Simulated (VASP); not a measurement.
Input of a VASP 6.6.1 run:

Contents of INCAR:

```
ALGO = Normal
EDIFF = 1E-7
ENCUT = 520
GGA = PE
ISIF = 2
ISMEAR = 0
LASPH = True
LCHARG = True
LELF = True
LREAL = False
LVHAR = True
LWAVE = False
NBANDS = 16
NELM = 60
PREC = Accurate
SIGMA = 0.05
```

Contents of KPOINTS:

```
k-points
0
Gamma
  14 14 14
```

File POSCAR:

```
InAs
1.0
    0.0000000000      2.8734624681      2.8734624681
    2.8734624681      0.0000000000      2.8734624681
    2.8734624681      2.8734624681      0.0000000000
In As
1 1
Direct
    0.5000000000      0.5000000000      0.5000000000
    0.0000000000      0.0000000000      0.0000000000
```

Potentials or basis: VASP PAW PBE potentials, release 64 (In_d, As).

The run is started by

```sh
$ cat potpaw_PBE.64/In_d/POTCAR potpaw_PBE.64/As/POTCAR > POTCAR
$ mpirun -np 1 vasp_std > vasp.out
```

Task: Predict the band gap on the k mesh.

Result: Zero (band 9 reaches 6.34 eV, above the bottom of band 10 at 3.73 eV).

Task: Estimate the pressure.

Result: 0.1 GPa.

Caveat: spin-orbit coupling is left out, which moves the levels of the heavy elements.
